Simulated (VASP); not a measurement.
Crystal: Li3Sn.

```
Li Sn
1.0
     0.00000    3.27187    3.27187
     3.27187    0.00000    3.27187
     3.27187    3.27187    0.00000
Li Sn
3 1
Direct
  0.25000 0.25000 0.25000
  0.75000 0.75000 0.75000
  0.50000 0.50000 0.50000
  0.00000 0.00000 0.00000
```

```yaml
Program: VASP 6.6.1
Task: relaxation of cell and atoms
Functional: BLYP
Dispersion: D3(BJ)
Potentials_or_basis: VASP PAW PBE potentials, release 64 (Li_sv, Sn_d)
Cutoff: 750 eV
k_mesh: 6 × 6 × 6
Occupations: methfessel-paxton, width 0.1 eV
Spin: no spin polarisation
```

At the start: pressure -4.5 GPa; volume 17.51 Å³/atom.

Question: How do energy, volume and symmetry change on relaxing?

Answer: Over 4 steps the energy falls by 39.4 meV/atom and the volume is 15.00 Å³/atom (-14.4 %); space group Fm-3m (No. 225, to 0.1 Å) before and after.

The path:
| step | energy change (eV) | largest force (eV/Å) | pressure (GPa) | volume (Å³) |
| --- | --- | --- | --- | --- |
| 1 | 0.0000 | 0.0000 | -4.49 | 70.05 |
| 2 | -0.1109 | 0.0000 | -2.75 | 65.19 |
| 3 | -0.1573 | 0.0000 | -0.27 | 60.46 |
| 4 | -0.1576 | 0.0000 | 0.03 | 59.99 |

Final structure:
```cif
data_structure
_symmetry_space_group_name_H-M 'P 1'
_symmetry_Int_Tables_number 1
_cell_length_a 4.3941
_cell_length_b 4.3941
_cell_length_c 4.3941
_cell_angle_alpha 60.000
_cell_angle_beta 60.000
_cell_angle_gamma 60.000
_cell_volume 59.99
loop_
_atom_site_label
_atom_site_type_symbol
_atom_site_fract_x
_atom_site_fract_y
_atom_site_fract_z
_atom_site_occupancy
Li1 Li 0.25000 0.25000 0.25000 1
Li2 Li 0.75000 0.75000 0.75000 1
Li3 Li 0.50000 0.50000 0.50000 1
Sn1 Sn 0.00000 0.00000 0.00000 1
```

Caveat: the PAW data sets were made with another functional, which shifts forces and pressure a little.
